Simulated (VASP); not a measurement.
Runs of VASP 6.6.1 on HgPt. The structure is that of space group P4/mmm (No. 123), or close to it. The cells are those of the table. 

```tsv
task	cell	gap on the mesh (eV)	pressure (GPa)
electric field gradients	a = 2.910, b = 2.910, c = 3.747 Å, 2 atoms	none	14.9
electric field gradients	a = 2.931, b = 2.931, c = 3.773 Å, 2 atoms	none	(b)
electric field gradients	a = 2.951, b = 2.951, c = 3.799 Å, 2 atoms	none	4.6
single point	a = 3.010, b = 3.010, c = 3.875 Å, 2 atoms	none	-6.5
electric field gradients	a = 3.010, b = 3.010, c = 3.875 Å, 2 atoms	none	-6.5
electric field gradients	a = 2.981, b = 2.981, c = 3.838 Å, 2 atoms	none	-1.5
single point	a = 3.029, b = 3.029, c = 3.900 Å, 2 atoms	none	(a)
```

Alike in all rows: level LDA; potentials or basis VASP PAW LDA potentials, release 64 (Hg, Pt); no spin polarisation; k mesh 12 × 12 × 10; cutoff (eV) 520; smearing fermi-dirac 0.03 eV.

Problem. Estimate the missing entries.

Solution. (a) -9.3; (b) 9.4.

Caveats: spin-orbit coupling is left out, which moves the levels of the heavy elements; the cell stands under pressure (at least some runs); the cell stands under tension (at least some runs).

A k mesh can miss the band edges, and the runs leave out spin-orbit coupling on Hg, Pt.

A gap of «none» marks levels without a gap at the run's occupations.
